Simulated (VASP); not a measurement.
# ZnF2 (P4_2/mnm) in VASP: single point with PBEsol

Aim: the single point of ZnF2 with PBEsol.

Program: VASP 6.6.1. These are calculated values, not measurements. Logs are shortened: lines on timing, memory, paths and dates and some standing lists are left out, and cuts for length are marked.

## 1. The cell of the first run

Symmetry: P4_2/mnm, No. 136, tetragonal system. Conventional cell: a = 4.717 Å, b = 4.717 Å, c = 3.129 Å, α = 90.00°, β = 90.00°, γ = 90.00°. Within 2.7 Å of Zn (site symmetry mmm) lie 6 F at 2.03 to 2.04 Å. Within 2.7 Å of F (site symmetry m2m) lie 3 Zn at 2.03 to 2.04 Å and 1 F at 2.62 Å.

## 2. Single point, PBEsol

INCAR reads:

```
PREC     = Accurate       # precision mode
ENCUT    = 600            # plane-wave cutoff, eV
EDIFF    = 1E-6           # SCF threshold, eV
ISMEAR   = 0              # smearing method
SIGMA    = 0.01           # smearing width, eV
LREAL    = False          # projectors in reciprocal space
LASPH    = True           # aspherical terms in the spheres
NELM     = 120            # most SCF steps
ALGO     = Normal         # electronic algorithm
ISIF     = 2              # what is computed and relaxed
LWAVE    = False          # write WAVECAR
LCHARG   = False          # write CHGCAR
GGA      = PS             # functional
NBANDS   = 35             # bands
GGA_COMPAT= False
```

KPOINTS reads:

```
Automatic mesh
0
Gamma
  4 4 6
```

POSCAR reads:

```
ZnF2
1.0
    4.7172036547      0.0000000000      0.0000000000
    0.0000000000      4.7172036547      0.0000000000
    0.0000000000      0.0000000000      3.1286240724
Zn F
2 4
Direct
    0.0000000000      0.0000000000      0.0000000000
    0.5000000000      0.5000000000      0.5000000000
    0.3038365005      0.3038365005      0.0000000000
    0.1961634995      0.8038365005      0.5000000000
    0.6961634995      0.6961634995      0.0000000000
    0.8038365005      0.1961634995      0.5000000000
```

Potentials or basis: VASP PAW PBE potentials, release 64 (Zn, F).

Launch:

```bash
$ cat potpaw_PBE.64/Zn/POTCAR potpaw_PBE.64/F/POTCAR > POTCAR
$ mpirun -np 1 vasp_std > vasp.out
```

OUTCAR:

```text
PREC = Accurate
   ENCUT = 600
   EDIFF = 1E-6
   ISMEAR = 0
   LREAL = False
   LASPH = True
   NELM = 120
   ISIF = 2
   GGA = PS

 ion  position               nearest neighbor table
   1  0.000  0.000  0.000-   3 2.03   5 2.03   4 2.04   6 2.04   4 2.04   6 2.04
   2  0.500  0.500  0.500-   4 2.03   6 2.03   5 2.04   3 2.04   3 2.04   5 2.04
   3  0.304  0.304  0.000-   1 2.03   2 2.04   2 2.04
   4  0.196  0.804  0.500-   2 2.03   1 2.04   1 2.04
   5  0.696  0.696  0.000-   1 2.03   2 2.04   2 2.04
   6  0.804  0.196  0.500-   2 2.03   1 2.04   1 2.04

  LATTYP: Found a simple tetragonal cell.
 ALAT       =     4.7172036547
 C/A-ratio  =     0.6632370153

  Lattice vectors:

 A1 = (   4.7172036547,   0.0000000000,   0.0000000000)
 A2 = (   0.0000000000,   4.7172036547,   0.0000000000)
 A3 = (   0.0000000000,   0.0000000000,   3.1286240724)

Analysis of symmetry for initial positions (statically):
=====================================================================
 Subroutine PRICEL returns:
 Original cell was already a primitive cell.

 Routine SETGRP: Setting up the symmetry group for a
 simple tetragonal supercell.

 Subroutine GETGRP returns: Found 16 space group operations
 (whereof  8 operations were pure point group operations)
 out of a pool of 16 trial point group operations.

The static configuration has the point symmetry D_2h.
 The point group associated with its full space group is D_4h.

Analysis of symmetry for dynamics (positions and initial velocities):
=====================================================================
 Subroutine PRICEL returns:
 Original cell was already a primitive cell.

 Routine SETGRP: Setting up the symmetry group for a
 simple tetragonal supercell.

 Subroutine GETGRP returns: Found 16 space group operations
 (whereof  8 operations were pure point group operations)
 out of a pool of 16 trial point group operations.

The dynamic configuration has the point symmetry D_2h.
 The point group associated with its full space group is D_4h.

 Subroutine INISYM returns: Found 16 space group operations
 (whereof  8 operations are pure point group operations),
 and found     1 'primitive' translations

----------------------------------------------------------------------------------------

                                     Primitive cell

  volume of cell :      69.6182

  direct lattice vectors                    reciprocal lattice vectors
     4.717203655  0.000000000  0.000000000     0.211989999  0.000000000  0.000000000
     0.000000000  4.717203655  0.000000000     0.000000000  0.211989999  0.000000000
     0.000000000  0.000000000  3.128624072     0.000000000  0.000000000  0.319629325

  length of vectors
     4.717203655  4.717203655  3.128624072     0.211989999  0.211989999  0.319629325

  position of ions in fractional coordinates (direct lattice)
     0.000000000  0.000000000  0.000000000
     0.500000000  0.500000000  0.500000000
     0.303836500  0.303836500  0.000000000
     0.196163500  0.803836500  0.500000000
     0.696163500  0.696163500  0.000000000
     0.803836500  0.196163500  0.500000000

  ion indices of the primitive-cell ions
   primitive index   ion index
                 1           1
                 2           2
                 3           3
                 4           4
                 5           5
                 6           6

----------------------------------------------------------------------------------------

 KPOINTS: Automatic mesh

Automatic generation of k-mesh.
 Grid dimensions read from file:
 generate k-points for:    4    4    6

 Generating k-lattice:

  Cartesian coordinates                     Fractional coordinates (reciprocal lattice)
     0.052997500  0.000000000  0.000000000     0.250000000  0.000000000  0.000000000
     0.000000000  0.052997500  0.000000000     0.000000000  0.250000000  0.000000000
     0.000000000  0.000000000  0.053271554     0.000000000  0.000000000  0.166666667

  Length of vectors
     0.052997500  0.052997500  0.053271554

  Shift w.r.t. Gamma in fractional coordinates (k-lattice)
     0.000000000  0.000000000  0.000000000

 Subroutine IBZKPT returns following result:
 ===========================================

 Found     24 irreducible k-points:

 Following reciprocal coordinates:
            Coordinates               Weight
  0.000000  0.000000  0.000000      1.000000
  0.250000  0.000000  0.000000      4.000000
  0.500000  0.000000  0.000000      2.000000
  0.250000  0.250000  0.000000      4.000000
  0.500000  0.250000  0.000000      4.000000
  0.500000  0.500000  0.000000      1.000000
[... 16 lines left out ...]
  0.500000  0.250000  0.500000      4.000000
  0.500000  0.500000  0.500000      1.000000
   k-points           NKPTS =     24   k-points in BZ     NKDIM =     24   number of bands    NBANDS=     35
   number of dos      NEDOS =    301   number of ions     NIONS =      6
   total plane-waves  NPLWV =  44800
   dimension x,y,z NGX =    40 NGY =   40 NGZ =   28
   dimension x,y,z NGXF=    80 NGYF=   80 NGZF=   56
   ions per type =               2   4
   NGX,Y,Z   is equivalent  to a cutoff of  14.10, 14.10, 14.88 a.u.
   NGXF,Y,Z  is equivalent  to a cutoff of  28.19, 28.19, 29.76 a.u.
 SYSTEM =  unknown system
   PREC   = accura    normal or accurate (medium, high low for compatibility)
   ISTART =      0    job   : 0-new  1-cont  2-samecut
   ICHARG =      2    charge: 1-file 2-atom 10-const
   ISPIN  =      1    spin polarized calculation?
   LNONCOLLINEAR =      F non collinear calculations
   LSORBIT =      F    spin-orbit coupling
   LASPH  =      T    aspherical Exc in radial PAW
   ENCUT  =  600.0 eV  44.10 Ry    6.64 a.u.   9.42  9.42  6.25*2*pi/ulx,y,z
   NELM   =    120;   NELMIN=  2; NELMDL= -5     # of ELM steps
   EDIFF  = 0.1E-05   stopping-criterion for ELM
   LREAL  =      F    real-space projection
   EDIFFG = 0.1E-04   stopping-criterion for IOM
   NSW    =      0    number of steps for IOM
   IBRION =     -1    ionic relax: 0-MD 1-quasi-New 2-CG
   NFREE  =      0    steps in history (QN), initial steepest desc. (CG)
   ISIF   =      2    stress and relaxation
   ISYM   =      2    0-nonsym 1-usesym 2-fastsym
   POTIM  = 0.5000    time-step for ionic-motion
   TEBEG  =    0.0;   TEEND  =   0.0 temperature during run
   PSTRESS=    0.0 pullay stress
   NELECT =      52.0000    total number of electrons
   NUPDOWN=      -1.0000    fix difference up-down
   EMIN   =  10.00;   EMAX   =-10.00  energy-range for DOS
   EFERMI =   0.00;   METHOD = LEGACY
   ISMEAR =     0;   SIGMA  =   0.01  broadening in eV -4-tet -1-fermi 0-gaus
   EFERMI_NEDOS =   21; number of points for ismear=-14 and -15
   IALGO  =     38    algorithm
   IMIX   =      4    mixing-type and parameters
     AMIX     =   0.40;   BMIX     =  1.00
     AMIX_MAG =   1.60;   BMIX_MAG =  1.00
  volume/ion in A,a.u.               =      11.60        78.30
  Fermi-wavevector in a.u.,A,eV,Ry     =   1.485371  2.806945 30.018919  2.206328
  Thomas-Fermi vector in A             =   2.598791
   LORBIT       =      0    0 simple, 1 ext, 2 COOP (PROOUT), +10 PAW based schemes
   GGA     = PS    functional components
   LHFCALC =     F    Hartree Fock is set to
   AEXX    =    0.0000 exact exchange contribution
   IVDW    =     0    specifies the selected vdW correction
   LEPSILON=     F    determine dielectric tensor
   LRPA    =     F    only Hartree local field effects (RPA)
 non-spin polarized calculation
 Gauss-broadening in eV      SIGMA  =   0.01
  energy-cutoff  :      600.00
  volume of cell :       69.62
 maximum number of plane-waves:      2336
 NGX is ok and might be reduce to    40
   NGX = 19   NGY = 19   NGZ = 13

 number of electron      52.0000003 magnetization

 Free energy of the ion-electron system (eV)
  ---------------------------------------------------
  ext. energy  EPLUGINS =         0.00000000
  ---------------------------------------------------
  free energy    TOTEN  =       -24.71919092 eV

  energy without entropy =      -24.71919092  energy(sigma->0) =      -24.71919092

 E-fermi :  -1.2390     XC(G=0): -10.5305

 val. band max:       -1.2974543752   @ k =   0.0000   0.0000   0.0000
 cond. band min:       2.0720133889   @ k =   0.0000   0.0000   0.0000
 fundamental gap:      3.3694677641
 Fermi energy:        -1.2390310576

 k-point     1 :       0.0000    0.0000    0.0000
  band No.  band energies     occupation
      1     -23.0589      2.00000
      2     -22.2671      2.00000
      3     -22.2671      2.00000
      4     -22.2371      2.00000
      5      -7.5843      2.00000
      6      -6.6625      2.00000
[... 27 lines left out ...]
     34      13.5080      0.00000
     35      13.5080      0.00000

 k-point     2 :       0.2500    0.0000    0.0000
  band No.  band energies     occupation
      1     -22.9639      2.00000
      2     -22.4445      2.00000
      3     -22.2476      2.00000
      4     -22.1864      2.00000
      5      -7.2921      2.00000
      6      -6.5825      2.00000
[... 27 lines left out ...]
     34      14.3464      0.00000
     35      14.5153      0.00000

 k-point     3 :       0.5000    0.0000    0.0000
  band No.  band energies     occupation
      1     -22.7216      2.00000
      2     -22.7216      2.00000
      3     -22.2058      2.00000
      4     -22.2058      2.00000
      5      -6.6816      2.00000
      6      -6.6816      2.00000
[... 27 lines left out ...]
     34      14.1217      0.00000
     35      15.2363      0.00000
[... 723 lines left out ...]
 k-point    23 :       0.5000    0.2500    0.5000
  band No.  band energies     occupation
      1     -22.4351      2.00000
      2     -22.4351      2.00000
      3     -22.2640      2.00000
      4     -22.2640      2.00000
      5      -6.6921      2.00000
      6      -6.6921      2.00000
[... 27 lines left out ...]
     34      12.0744      0.00000
     35      14.6773      0.00000

 k-point    24 :       0.5000    0.5000    0.5000
  band No.  band energies     occupation
      1     -22.4407      2.00000
      2     -22.4407      2.00000
      3     -22.2555      2.00000
      4     -22.2555      2.00000
      5      -6.8409      2.00000
      6      -6.8409      2.00000
[... 27 lines left out ...]
     34      11.2305      0.00000
     35      15.6174      0.00000

------------------------ aborting loop because EDIFF is reached ----------------------------------------

  FORCE on cell =-STRESS in cart. coord.  units (eV):
  Direction    XX          YY          ZZ          XY          YZ          ZX
  --------------------------------------------------------------------------------------
  -------------------------------------------------------------------------------------
  Total        0.2034408      0.2034408      0.3386180     -0.0000000      0.0000000      0.0000000
  in kB        4.6819422      4.6819422      7.7928803     -0.0000000      0.0000000      0.0000000
  external PRESSURE =       5.7189216 kB  Pullay stress =       0.0000000 kB

 VOLUME and BASIS-vectors are now :
 -----------------------------------------------------------------------------
  energy-cutoff  :      600.00
  volume of cell :       69.62
      direct lattice vectors                 reciprocal lattice vectors
     4.717203655  0.000000000  0.000000000     0.211989999  0.000000000  0.000000000
     0.000000000  4.717203655  0.000000000     0.000000000  0.211989999  0.000000000
     0.000000000  0.000000000  3.128624072     0.000000000  0.000000000  0.319629325

 POSITION                                       TOTAL-FORCE (eV/Angst)
 -----------------------------------------------------------------------------------
      0.00000      0.00000      0.00000         0.000000      0.000000      0.000000
      2.35860      2.35860      1.56431         0.000000      0.000000      0.000000
      1.43326      1.43326      0.00000        -0.010210     -0.010210      0.000000
      0.92534      3.79186      1.56431         0.010210     -0.010210      0.000000
      3.28395      3.28395      0.00000         0.010210      0.010210     -0.000000
      3.79186      0.92534      1.56431        -0.010210      0.010210     -0.000000
 -----------------------------------------------------------------------------------
    total drift:                                0.000000     -0.000000     -0.000000

  FREE ENERGIE OF THE ION-ELECTRON SYSTEM (eV)
  ---------------------------------------------------
  free  energy   TOTEN  =       -24.7191909159 eV

  energy  without entropy=      -24.7191909159  energy(sigma->0) =      -24.71919092
```

Wall time 2 min (1 thread of AMD EPYC, shared host); peak memory 0.19 GiB.

Results:

```yaml
Free_energy: -24.7192 eV
Pressure: 0.6 GPa
Largest_force: 0.014 eV/Å
Band_gap_on_the_k_mesh: 3.37 eV, direct
```

Forces in eV/Å, atoms in the order of the input:
```
Zn   0.000  0.000  0.000
Zn   0.000  0.000  0.000
F   -0.010 -0.010  0.000
F    0.010 -0.010  0.000
F    0.010  0.010  0.000
F   -0.010  0.010  0.000
```

Caveat: the PAW data sets were made with another functional, which shifts forces and pressure a little. As with any semilocal functional, this PBEsol gap is likely too small.
